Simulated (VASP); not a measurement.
# MgW: single point with PBEsol

The system is MgW.

```
CELL_PARAMETERS angstrom
3.36842 0.00000 0.00000
0.00000 4.28317 0.00000
0.00000 0.00000 4.67512
ATOMIC_POSITIONS crystal
Mg 0.50000 0.00000 0.50000
Mg 0.00000 0.50000 0.50000
W 0.50000 0.50000 0.00000
W 0.00000 0.00000 0.00000
```

This cell differs from its parent crystal: biaxial strain in the a-b plane: +1.0 %.

```json
{"Program": "VASP 6.6.1", "Task": "single point", "Functional": "PBEsol", "Potentials or basis": "VASP PAW PBE potentials, release 64 (Mg, W_sv)", "Cutoff": "520 eV", "k mesh": "16 × 12 × 12", "Occupations": "gaussian, width 0.1 eV", "Spin": "no spin polarisation", "Dipole correction": "no", "Further INCAR settings": "ALGO = Fast; EDIFF = 1e-06; NBANDS = 24"}
```

| Property | Result |
| --- | --- |
| Pressure | -2.2 GPa |
| Band gap on the k mesh | zero (bands 16 and 17 overlap by 1.58 eV) |

Stress tensor (GPa, compression positive):
```
-2.82  0.00  0.00
 0.00 -4.36  0.00
 0.00  0.00  0.48
```

Levels at points of the mesh, in eV from the Fermi level:
| k point | band 12 | band 13 | band 14 | band 15 | band 16 | band 17 | band 18 | band 19 | band 20 | band 21 |
| --- | --- | --- | --- | --- | --- | --- | --- | --- | --- | --- |
| (0.00, 0.00, 0.00) | -2.50 | -2.32 | -0.74 | -0.52 | -0.46 | 0.54 | 2.26 | 3.11 | 3.41 | 5.09 |
| (0.50, 0.00, 0.00) | -1.95 | -1.36 | -1.36 | -1.04 | -1.04 | -0.04 | -0.04 | 2.98 | 2.98 | 5.11 |
| (0.00, 0.50, 0.00) | -2.06 | -1.78 | -1.78 | 0.14 | 0.14 | 0.46 | 0.46 | 0.71 | 0.71 | 5.47 |
| (0.50, 0.50, 0.00) | -3.06 | -2.23 | -2.23 | -1.43 | -1.43 | 2.69 | 2.69 | 2.87 | 2.87 | 4.48 |
| (0.00, 0.00, 0.50) | -3.05 | -2.47 | -1.64 | -0.75 | 1.04 | 2.21 | 2.67 | 3.02 | 3.27 | 3.46 |
| (0.50, 0.00, 0.50) | -2.86 | -0.85 | -0.85 | -0.63 | -0.63 | -0.13 | -0.13 | 1.11 | 1.11 | 3.11 |
| (0.00, 0.50, 0.50) | -4.12 | -0.62 | -0.62 | 0.26 | 0.26 | 0.49 | 0.49 | 0.52 | 0.52 | 1.57 |
| (0.50, 0.50, 0.50) | -3.70 | -0.97 | -0.97 | -0.29 | -0.29 | 0.39 | 0.39 | 2.70 | 2.70 | 2.73 |

Run time: 4.3 min on 1 thread of AMD EPYC 9R45 96-Core Processor (Zen 5) (shared host), peak memory 0.65 GiB.

Caveat: the cell differs from its parent crystal (biaxial strain in the a-b plane: +1.0 %); the PAW data sets were made with another functional, which shifts forces and pressure a little; spin-orbit coupling is left out, which moves the levels of the heavy elements.
